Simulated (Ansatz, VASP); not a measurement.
# One calculation of PbS, two programs

```
Pb S
1.0
     2.11266    1.21975    3.45192
    -2.11266    1.21975    3.45192
     0.00000   -2.43949    3.45192
Pb S
1 1
Cartesian
  0.0000 0.0000 10.1545
  0.0000 0.0000 4.9193
```

Alike in both runs: task single point; functional PBE; k mesh 6 × 6 × 6; occupations gaussian, width 0.1 eV; no spin polarisation.

|  | VASP | Ansatz |
| --- | --- | --- |
| version | VASP 6.6.1 | Ansatz 0.2.0 |
| potentials or method | VASP PAW PBE potentials, release 64 (Pb_d, S), cutoff 520 eV | scalar-relativistic, plane waves, PAW |
| valence electrons in the cell | 20 | 20 |

```csv
,VASP,Ansatz,Ansatz less VASP
gap on the k mesh at the Fermi level (eV),0.46,0.45,-0.006
least direct gap on the mesh (eV),0.46,0.45,-0.006
pressure (GPa),0.8,0.9,+0.08
rms of the force components (eV/Å),0.007,0.007,-0.0005
```

Atom by atom the forces differ by 0.000 eV/Å (rms over components). The functional is the same, so the differences come from potentials, cutoffs and numerics.

Spin-orbit coupling is off throughout.
